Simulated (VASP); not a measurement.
Set up this calculation in VASP 6.6.1, as the native input.

```
Task                   : single point
Functional             : PBE
Potentials or basis    : VASP PAW PBE potentials, release 64 (Au)
Cutoff                 : 520 eV
k mesh                 : 6 × 6 × 6
Occupations            : gaussian, width 0.1 eV
Spin                   : no spin polarisation
Dipole correction      : no
Further INCAR settings : ALGO = Fast; EDIFF = 1e-06; NBANDS = 24
```

The structure of Au lies in POSCAR:

```
Au
1.0
    0.0000000000      2.9757128400      2.9757128400
    2.9757128400      0.0000000000      2.9757128400
    2.9757128400      2.9757128400      0.0000000000
Au
3
Direct
    0.0000000000      0.0000000000      0.0000000000
    0.7500000000      0.7500000000      0.7500000000
    0.2500000000      0.2500000000      0.2500000000
```

These files were run (other wordings do the same):

INCAR

```
SYSTEM = Au
PREC     = Accurate       ! precision mode
ENCUT    = 520            ! plane-wave cutoff, eV
EDIFF    = 1E-6           ! SCF threshold, eV
ISMEAR   = 0              ! smearing method
SIGMA    = 0.1            ! smearing width, eV
LREAL    = .False.        ! projectors in reciprocal space
LASPH    = .True.         ! aspherical terms in the spheres
NELM     = 100            ! most SCF steps
ALGO     = Fast           ! electronic algorithm
ISIF     = 2              ! what is computed and relaxed
LWAVE    = .False.        ! write WAVECAR
LCHARG   = .False.        ! write CHGCAR
GGA      = PE             ! functional
NBANDS   = 24             ! bands
```

KPOINTS

```
Automatic mesh
0
Gamma
  6 6 6
  0 0 0
```

Potentials or basis: VASP PAW PBE potentials, release 64 (Au).

Launch:

```console
$ cat potpaw_PBE.64/Au/POTCAR > POTCAR
$ mpirun -np 1 vasp_std > vasp.out
```

It gave:

```json
{
 "Pressure": "35.7 GPa"
}
```

It took 17 s on 1 thread of Intel(R) Xeon(R) Platinum 8488C (Sapphire Rapids), with other jobs on the host, peak memory 0.17 GiB.
